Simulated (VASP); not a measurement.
# Fe (Fm-3m) in VASP: a series of runs

Fe is run at these levels: r2SCAN+D4, r2SCAN; tasks: single point.

Everything below comes from runs of VASP 6.6.1. Logs are shortened: lines on timing, memory, paths and dates and some standing lists are left out, and cuts for length are marked.

### Step 1. The cell of the first run

It takes space group Fm-3m (No. 225, cubic). The conventional cell has a = 3.637 Å, b = 3.637 Å, c = 3.637 Å, α = 90.00°, β = 90.00°, γ = 90.00°. Fe (site symmetry m-3m) has 12 Fe at 2.57 Å within 3.4 Å.

This isn't the form of Fe at room conditions, which is bcc.

### Step 2. Single point, r2SCAN+D4, collinear spin, ferromagnetic start

The input, POSCAR:

```
Fe
1.0
    0.0000000000      1.8186903422      1.8186903422
    1.8186903422      0.0000000000      1.8186903422
    1.8186903422      1.8186903422      0.0000000000
Fe
1
Direct
    0.0000000000      0.0000000000      0.0000000000
```

The input, INCAR.step1:

```
SYSTEM = Fe
ALGO = Normal ; EDIFF = 1E-4
ENCUT = 520 ; GGA = PE
ISMEAR = -1 ; ISPIN = 2
LASPH = .True. ; LCHARG = .False.
LMAXMIX = 4 ; LREAL = .False.
LWAVE = .True. ; MAGMOM = 3
NBANDS = 14 ; NELM = 150
PREC = Accurate ; SIGMA = 0.05
```

The input, INCAR.step2:

```
SYSTEM = Fe
ALGO = Normal ; EDIFF = 1E-7
ENCUT = 520 ; ISIF = 2
ISMEAR = -1 ; ISPIN = 2
ISTART = 1 ; IVDW = 13
LASPH = .True. ; LCHARG = .True.
LELF = .True. ; LMAXMIX = 4
LMIXTAU = .True. ; LORBIT = 11
LREAL = .False. ; LVHAR = .True.
LWAVE = .False. ; MAGMOM = 3
METAGGA = R2SCAN ; NBANDS = 14
NELM = 150 ; PREC = Accurate
SIGMA = 0.05 ; VDW_A1 = 0.51559235
VDW_A2 = 5.77342911 ; VDW_S6 = 1.0
VDW_S8 = 0.6018749
```

The input, KPOINTS:

```
k-points
0
Gamma
  16 16 16
  0 0 0
```

Potentials or basis: VASP PAW PBE potentials, release 64 (Fe).

Started as:

```bash
$ cat potpaw_PBE.64/Fe/POTCAR > POTCAR
$ cp INCAR.step1 INCAR
$ mpirun -np 1 vasp_std > vasp.out
$ cp INCAR.step2 INCAR
$ mpirun -np 1 vasp_std > vasp.out
```

OUTCAR:

```text
SYSTEM = Fe
   EDIFF = 1E-7
   ENCUT = 520
   ISIF = 2
   ISMEAR = -1
   ISPIN = 2
   ISTART = 1
   IVDW = 13
   LASPH = .True.
   LORBIT = 11
   LREAL = .False.
   METAGGA = R2SCAN
   NELM = 150
   PREC = Accurate

 ion  position               nearest neighbor table
   1  0.000  0.000  0.000-

  LATTYP: Found a face centered cubic cell.
 ALAT       =     3.6373806844

  Lattice vectors:

 A1 = (   0.0000000000,   1.8186903422,   1.8186903422)
 A2 = (   1.8186903422,   0.0000000000,   1.8186903422)
 A3 = (   1.8186903422,   1.8186903422,   0.0000000000)

Analysis of symmetry for initial positions (statically):
=====================================================================
 Subroutine PRICEL returns:
 Original cell was already a primitive cell.

 Routine SETGRP: Setting up the symmetry group for a
 face centered cubic supercell.

 Subroutine GETGRP returns: Found 48 space group operations
 (whereof 48 operations were pure point group operations)
 out of a pool of 48 trial point group operations.

The static configuration has the point symmetry O_h .

Analysis of symmetry for dynamics (positions and initial velocities):
=====================================================================
 Subroutine PRICEL returns:
 Original cell was already a primitive cell.

 Routine SETGRP: Setting up the symmetry group for a
 face centered cubic supercell.

 Subroutine GETGRP returns: Found 48 space group operations
 (whereof 48 operations were pure point group operations)
 out of a pool of 48 trial point group operations.

The dynamic configuration has the point symmetry O_h .

Analysis of structural, dynamic, and magnetic symmetry:
=====================================================================
 Subroutine PRICEL returns:
 Original cell was already a primitive cell.

 Routine SETGRP: Setting up the symmetry group for a
 face centered cubic supercell.

 Subroutine GETGRP returns: Found 48 space group operations
 (whereof 48 operations were pure point group operations)
 out of a pool of 48 trial point group operations.

The overall configuration has the point symmetry O_h .

 Subroutine INISYM returns: Found 48 space group operations
 (whereof 48 operations are pure point group operations),
 and found     1 'primitive' translations

----------------------------------------------------------------------------------------

                                     Primitive cell

  volume of cell :      12.0311

  direct lattice vectors                    reciprocal lattice vectors
     0.000000000  1.818690342  1.818690342    -0.274923107  0.274923107  0.274923107
     1.818690342  0.000000000  1.818690342     0.274923107 -0.274923107  0.274923107
     1.818690342  1.818690342  0.000000000     0.274923107  0.274923107 -0.274923107

  length of vectors
     2.572016548  2.572016548  2.572016548     0.476180790  0.476180790  0.476180790

  position of ions in fractional coordinates (direct lattice)
     0.000000000  0.000000000  0.000000000

  ion indices of the primitive-cell ions
   primitive index   ion index
                 1           1

----------------------------------------------------------------------------------------

 KPOINTS: k-points

Automatic generation of k-mesh.
 Grid dimensions read from file:
 generate k-points for:   16   16   16

 Generating k-lattice:

  Cartesian coordinates                     Fractional coordinates (reciprocal lattice)
    -0.017182694  0.017182694  0.017182694     0.062500000  0.000000000  0.000000000
     0.017182694 -0.017182694  0.017182694     0.000000000  0.062500000  0.000000000
     0.017182694  0.017182694 -0.017182694     0.000000000  0.000000000  0.062500000

  Length of vectors
     0.029761299  0.029761299  0.029761299

  Shift w.r.t. Gamma in fractional coordinates (k-lattice)
     0.000000000  0.000000000  0.000000000

 Subroutine IBZKPT returns following result:
 ===========================================

 Found    145 irreducible k-points:

 Following reciprocal coordinates:
            Coordinates               Weight
  0.000000  0.000000  0.000000      1.000000
  0.062500  0.000000  0.000000      8.000000
  0.125000  0.000000  0.000000      8.000000
  0.187500  0.000000  0.000000      8.000000
  0.250000  0.000000  0.000000      8.000000
  0.312500  0.000000  0.000000      8.000000
[... 16 lines left out ...]
 -0.125000  0.062500  0.000000     24.000000
 -0.062500  0.062500  0.000000     12.000000
 [... further k-points ...]
   k-points           NKPTS =    145   k-points in BZ     NKDIM =    145   number of bands    NBANDS=     14
   number of dos      NEDOS =    301   number of ions     NIONS =      1
   total plane-waves  NPLWV =   8000
   dimension x,y,z NGX =    20 NGY =   20 NGZ =   20
   dimension x,y,z NGXF=    40 NGYF=   40 NGZF=   40
   ions per type =               1
   NGX,Y,Z   is equivalent  to a cutoff of  12.93, 12.93, 12.93 a.u.
   NGXF,Y,Z  is equivalent  to a cutoff of  25.85, 25.85, 25.85 a.u.
 SYSTEM =  Fe
   PREC   = accura    normal or accurate (medium, high low for compatibility)
   ISTART =      1    job   : 0-new  1-cont  2-samecut
   ICHARG =      0    charge: 1-file 2-atom 10-const
   ISPIN  =      2    spin polarized calculation?
   LNONCOLLINEAR =      F non collinear calculations
   LSORBIT =      F    spin-orbit coupling
   LASPH  =      T    aspherical Exc in radial PAW
   ENCUT  =  520.0 eV  38.22 Ry    6.18 a.u.   4.78  4.78  4.78*2*pi/ulx,y,z
   NELM   =    150;   NELMIN=  2; NELMDL=  0     # of ELM steps
   EDIFF  = 0.1E-06   stopping-criterion for ELM
   LREAL  =      F    real-space projection
   EDIFFG = 0.1E-05   stopping-criterion for IOM
   NSW    =      0    number of steps for IOM
   IBRION =     -1    ionic relax: 0-MD 1-quasi-New 2-CG
   NFREE  =      0    steps in history (QN), initial steepest desc. (CG)
   ISIF   =      2    stress and relaxation
   ISYM   =      2    0-nonsym 1-usesym 2-fastsym
   POTIM  = 0.5000    time-step for ionic-motion
   TEBEG  =    0.0;   TEEND  =   0.0 temperature during run
   PSTRESS=    0.0 pullay stress
   NELECT =       8.0000    total number of electrons
   NUPDOWN=      -1.0000    fix difference up-down
   EMIN   =  10.00;   EMAX   =-10.00  energy-range for DOS
   EFERMI =   0.00;   METHOD = LEGACY
   ISMEAR =    -1;   SIGMA  =   0.05  broadening in eV -4-tet -1-fermi 0-gaus
   EFERMI_NEDOS =   21; number of points for ismear=-14 and -15
   IALGO  =     38    algorithm
   IMIX   =      4    mixing-type and parameters
     AMIX     =   0.40;   BMIX     =  1.00
     AMIX_MAG =   1.60;   BMIX_MAG =  1.00
  volume/ion in A,a.u.               =      12.03        81.19
  Fermi-wavevector in a.u.,A,eV,Ry     =   1.428903  2.700235 27.779881  2.041764
  Thomas-Fermi vector in A             =   2.548914
   LORBIT       =     11    0 simple, 1 ext, 2 COOP (PROOUT), +10 PAW based schemes
   METAGGA = R2SCAN    functional components
   LHFCALC =     F    Hartree Fock is set to
   AEXX    =    0.0000 exact exchange contribution
   IVDW    =    13    specifies the selected vdW correction
   LEPSILON=     F    determine dielectric tensor
   LRPA    =     F    only Hartree local field effects (RPA)
 spin polarized calculation
  energy-cutoff  :      520.00
  volume of cell :       12.03
 maximum number of plane-waves:       332
   NGX =  9   NGY =  9   NGZ =  9

 number of electron       8.0000007 magnetization       2.7899962

 Free energy of the ion-electron system (eV)
  ---------------------------------------------------
  ext. energy  EPLUGINS =         0.00000000
  ---------------------------------------------------
  free energy    TOTEN  =       -14.26053631 eV

  energy without entropy =      -14.25449605  energy(sigma->0) =      -14.25751618

 E-fermi :   5.7578     XC(G=0): -13.8744

 val. band max:        5.7433623320   @ k =   0.5000   0.1250   0.0625
 cond. band min:       5.7712857410   @ k =  -0.3125   0.1250   0.0000
 fundamental gap:      0.0279234089
 Fermi energy:         5.7578245222

 spin component 1

 k-point     1 :       0.0000    0.0000    0.0000
  band No.  band energies     occupation
      1      -3.1794      1.00000
      2       2.2959      1.00000
      3       2.2959      1.00000
      4       2.2959      1.00000
      5       3.1946      1.00000
      6       3.1946      1.00000
      7      28.1963      0.00000
      8      32.1884      0.00000
      9      32.1884      0.00000
     10      32.1885      0.00000
     11      34.6134      0.00000
     12      34.6134      0.00000
     13      34.6134      0.00000
     14      38.0782      0.00000

 k-point     2 :       0.0625    0.0000    0.0000
  band No.  band energies     occupation
      1      -3.0284      1.00000
      2       2.2567      1.00000
      3       2.3327      1.00000
      4       2.3327      1.00000
      5       3.1800      1.00000
      6       3.1800      1.00000
      7      27.7539      0.00000
      8      30.4509      0.00000
      9      31.8270      0.00000
     10      31.8271      0.00000
     11      35.1283      0.00000
     12      35.1283      0.00000
     13      35.7207      0.00000
     14      39.2353      0.00000
[... 343 lines left out ...]
      1      -2.2555      1.00000
      2       2.0646      1.00000
      3       2.4774      1.00000
      4       2.4888      1.00000
      5       3.0380      1.00000
      6       3.2868      1.00000
      7      24.7723      0.00000
      8      27.3774      0.00000
      9      30.8761      0.00000
     10      32.7235      0.00000
     11      34.5329      0.00000
     12      35.2985      0.00000
     13      38.6878      0.00000
     14      39.1501      0.00000

 k-point    24 :      -0.0625    0.0625    0.0000
  band No.  band energies     occupation
      1      -2.7806      1.00000
      2       2.1831      1.00000
      3       2.3859      1.00000
      4       2.4041      1.00000
      5       3.1063      1.00000
      6       3.2172      1.00000
      7      27.0168      0.00000
      8      28.7743      0.00000
      9      30.9380      0.00000
     10      32.6977      0.00000
     11      34.7685      0.00000
     12      35.0291      0.00000
     13      37.6759      0.00000
     14      40.4511      0.00000

 [... further k-points ...]

 spin component 2

 k-point     1 :       0.0000    0.0000    0.0000
  band No.  band energies     occupation
      1      -3.6384      1.00000
      2       5.8051      0.27985
      3       5.8051      0.27984
      4       5.8051      0.27960
      5       7.8140      0.00000
      6       7.8141      0.00000
      7      27.4141      0.00000
      8      33.2521      0.00000
      9      33.2521      0.00000
     10      33.2522      0.00000
     11      36.1195      0.00000
     12      36.1195      0.00000
     13      36.1195      0.00000
     14      37.6314      0.00000

 k-point     2 :       0.0625    0.0000    0.0000
  band No.  band energies     occupation
      1      -3.4820      1.00000
      2       5.7293      0.63866
      3       5.8498      0.13713
      4       5.8498      0.13703
      5       7.7888      0.00000
      6       7.7888      0.00000
      7      27.2323      0.00000
      8      31.2956      0.00000
      9      32.9940      0.00000
     10      32.9941      0.00000
     11      36.5081      0.00000
     12      36.5081      0.00000
     13      36.5679      0.00000
     14      39.4917      0.00000
[... 343 lines left out ...]
      1      -2.6701      1.00000
      2       5.3645      0.99962
      3       6.0479      0.00301
      4       6.0561      0.00256
      5       7.5581      0.00000
      6       7.8425      0.00000
      7      25.4126      0.00000
      8      27.9267      0.00000
      9      31.5646      0.00000
     10      33.8918      0.00000
     11      35.1116      0.00000
     12      36.6053      0.00000
     13      39.9801      0.00000
     14      41.1405      0.00000

 k-point    24 :      -0.0625    0.0625    0.0000
  band No.  band energies     occupation
      1      -3.2241      1.00000
      2       5.6016      0.95792
      3       5.9168      0.03994
      4       5.9317      0.02995
      5       7.6809      0.00000
      6       7.8222      0.00000
      7      26.8689      0.00000
      8      29.6755      0.00000
      9      31.8428      0.00000
     10      33.7598      0.00000
     11      35.7760      0.00000
     12      36.2548      0.00000
     13      38.7104      0.00000
     14      41.3934      0.00000

 [... further k-points ...]

------------------------ aborting loop because EDIFF is reached ----------------------------------------

  DFT-D4 for vdW energy calculation

  Edisp (eV):   -0.11382

  FORCE on cell =-STRESS in cart. coord.  units (eV):
  Direction    XX          YY          ZZ          XY          YZ          ZX
  --------------------------------------------------------------------------------------
  -------------------------------------------------------------------------------------
  Total      -0.03175    -0.03175    -0.03175     0.00000    -0.00000    -0.00000
  in kB      -4.22754    -4.22754    -4.22754     0.00000    -0.00000    -0.00000
  external pressure =       -4.23 kB  Pullay stress =        0.00 kB

 VOLUME and BASIS-vectors are now :
 -----------------------------------------------------------------------------
  energy-cutoff  :      520.00
  volume of cell :       12.03
      direct lattice vectors                 reciprocal lattice vectors
     0.000000000  1.818690342  1.818690342    -0.274923107  0.274923107  0.274923107
     1.818690342  0.000000000  1.818690342     0.274923107 -0.274923107  0.274923107
     1.818690342  1.818690342  0.000000000     0.274923107  0.274923107 -0.274923107

 POSITION                                       TOTAL-FORCE (eV/Angst)
 -----------------------------------------------------------------------------------
      0.00000      0.00000      0.00000        -0.000000     -0.000000     -0.000000
 -----------------------------------------------------------------------------------
    total drift:                               -0.000000     -0.000000     -0.000000

  FREE ENERGIE OF THE ION-ELECTRON SYSTEM (eV)
  ---------------------------------------------------
  free  energy   TOTEN  =       -14.3743609173 eV

  energy  without entropy=      -14.3683206623  energy(sigma->0) =      -14.37134079

 total charge

# of ion       s       p       d       tot
------------------------------------------
    1        0.483   0.540   6.135   7.157

 magnetization (x)

# of ion       s       p       d       tot
------------------------------------------
    1       -0.010  -0.089   2.941   2.842
```

Wall time 2.2 min (1 thread of AMD EPYC 9R45 (Zen 5), shared host); peak memory 0.13 GiB.

What came out:

- Free energy: -14.3744 eV
- Pressure: -0.4 GPa
- Net moment: 2.79 μB per cell
- Site moments: Fe +2.84 μB
- Valence electrons inside the program's atomic spheres: Fe 7.16
- Dispersion energy per atom: -0.114 eV

Levels at points of the mesh, in eV from the Fermi level:
Spin up:
| k point | band 3 | band 4 | band 5 | band 6 | band 7 | band 8 |
| --- | --- | --- | --- | --- | --- | --- |
| (0.00, 0.00, 0.00) | -3.46 | -3.46 | -2.56 | -2.56 | 22.44 | 26.43 |
| (0.50, 0.00, 0.00) | -3.65 | -1.61 | -1.61 | -0.44 | 5.53 | 21.00 |
| (0.50, 0.50, 0.00) | -1.80 | -1.30 | -1.30 | 2.26 | 8.89 | 14.19 |
Spin down:
| k point | band 1 | band 2 | band 3 | band 4 | band 5 | band 6 | band 7 |
| --- | --- | --- | --- | --- | --- | --- | --- |
| (0.00, 0.00, 0.00) | -9.40 | 0.05 | 0.05 | 0.05 | 2.06 | 2.06 | 21.66 |
| (0.50, 0.00, 0.00) | -3.92 | -0.90 | 0.20 | 0.20 | 2.72 | 2.72 | 7.97 |
| (0.50, 0.50, 0.00) | -3.42 | -2.66 | 2.06 | 2.73 | 2.73 | 3.00 | 11.14 |

Caveat: the PAW data sets were made with another functional, which shifts forces and pressure a little.

(Part 1 of 2 ends here.)
